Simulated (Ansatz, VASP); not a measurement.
BiTe in VASP and in Ansatz

```xyz
2
Lattice="0.0000 3.2984 3.2984 3.2984 0.0000 3.2984 3.2984 3.2984 0.0000" Properties=species:S:1:pos:R:3 pbc="T T T"
Bi    0.0000    0.0000    0.0000
Te    3.2984    3.2984    3.2984
```

Alike in both runs: task single point; functional revPBE; dispersion D4; k mesh 7 × 7 × 7; occupations tetrahedron; non-collinear spin.

|  | VASP | Ansatz |
| --- | --- | --- |
| version | VASP 6.6.1 | Ansatz 0.2.0 |
| potentials or method | VASP PAW PBE potentials, release 64 (Bi_d, Te) | Ansatz PAW |
| plane-wave cutoff (eV) | 520 | 420 |
| valence electrons in the cell | 21 | 31 |

Ansatz gave:

```
gap on the k mesh at the Fermi level (eV)                     : none
pressure (GPa)                                                : -4.0
traceless stress, the component that is largest in VASP (GPa) : 0.00
net moment per atom (μB)                                      : 0.00
size of the moment on the site where the two differ most (μB) : 0.00
```

**Question.** What did VASP give for the same quantities?

**Answer.** gap on the k mesh at the Fermi level (eV): none; pressure (GPa): -4.1; traceless stress, the component that is largest in VASP (GPa): -0.07; net moment per atom (μB): 0.15; size of the moment on the site where the two differ most (μB): 0.14.

The net moments are unlike, so the other rows may belong to different states. VASP's potentials were made for PBE, not for revPBE. Site moments also hang on the region over which each program counts them. A gap of «none» marks a metal or a gap that the smearing closes. VASP's potentials hold 21 valence electrons a cell and Ansatz's 31, so a difference there can come from the potentials and not from the codes.

Spin-orbit coupling is off throughout.
